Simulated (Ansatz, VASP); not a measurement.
## ZnS in VASP and in Ansatz

Contents of INCAR:

```
SYSTEM = ZnS
PREC     = Accurate       ! precision mode
ENCUT    = 520            ! plane-wave cutoff, eV
EDIFF    = 1E-8           ! SCF threshold, eV
ISMEAR   = -1             ! smearing method
SIGMA    = 0.03           ! smearing width, eV
LREAL    = .FALSE.        ! projectors in reciprocal space
LASPH    = .TRUE.         ! aspherical terms in the spheres
NELM     = 60             ! most SCF steps
ALGO     = Normal         ! electronic algorithm
ISIF     = 2              ! what is computed and relaxed
LWAVE    = .FALSE.        ! write WAVECAR
LCHARG   = .FALSE.        ! write CHGCAR
GGA      = PS             ! functional
LEFG     = .TRUE.       
NBANDS   = 26             ! bands
```

KPOINTS

```
regular mesh
0
G
  8 8 5
  0 0 0
```

POSCAR

```
ZnS
1.0
    3.8109987816      0.0000000000      0.0000000000
   -1.9054993908      3.3004217586      0.0000000000
    0.0000000000      0.0000000000      6.0469800000
Zn S
2 2
Direct
    0.3333333333      0.6666666667      0.0000000000
    0.6666666667      0.3333333333      0.5000000000
    0.3333333333      0.6666666667      0.3850000000
    0.6666666667      0.3333333333      0.8850000000
```

Input for Ansatz:

```yaml
crystal:
  lattice:
    - [3.8109987816, 0.0, 0.0]
    - [-1.9054993908, 3.3004217586, 0.0]
    - [0.0, 0.0, 6.04698]
  atoms:
    - { symbol: Zn, position: [0.3333333333, 0.6666666667, 0.0] }
    - { symbol: Zn, position: [0.6666666667, 0.3333333333, 0.5] }
    - { symbol: S, position: [0.3333333333, 0.6666666667, 0.385] }
    - { symbol: S, position: [0.6666666667, 0.3333333333, 0.885] }
kpoints:
  mp_grid: { grid: [8, 8, 5] }
scf:
  occupations: { method: fermi_dirac, width: 0.03 }
hamiltonian:
  xc: pbesol
  pseudopotentials: { kind: paw }
output:
  forces: true
  stress: true
  eigenvalues: true
  efg: { contact_densities: true }
  write_density: true
  write_potential: true
  elf: true
  volumetric_format: npy
```

Change from the starting cell: zz strain of -3 %, PAW files.

Alike in both runs: task electric field gradients; functional PBEsol; k mesh 8 × 8 × 5; occupations fermi-dirac, width 0.03 eV; no spin polarisation.

```csv
,VASP,Ansatz
version,VASP 6.6.1,Ansatz 0.2.0
potentials or method,"VASP PAW PBE potentials, release 64 (Zn, S)","PAW with Ansatz's default frozen-core files, scalar-relativistic"
plane-wave cutoff (eV),520,420
valence electrons in the cell,36,36
```

VASP gave:

* gap on the k mesh at the Fermi level (eV): 2.21
* pressure (GPa): 1.1
* traceless stress, the component that is largest in VASP (GPa): 1.42
* rms of the force components (eV/Å): 0.086
* size of Vzz on the site where it differs most (V/Å²): 6.0

Task: Which values does Ansatz return?

Result: gap on the k mesh at the Fermi level (eV): 2.20; pressure (GPa): 0.9; traceless stress, the component that is largest in VASP (GPa): 1.43; rms of the force components (eV/Å): 0.086; size of Vzz on the site where it differs most (V/Å²): 5.5.

VASP's potentials were made for PBE, not for PBEsol. Atom by atom the forces differ by 0.000 eV/Å (rms over components). The functional is the same, so the differences come from potentials, cutoffs and numerics.
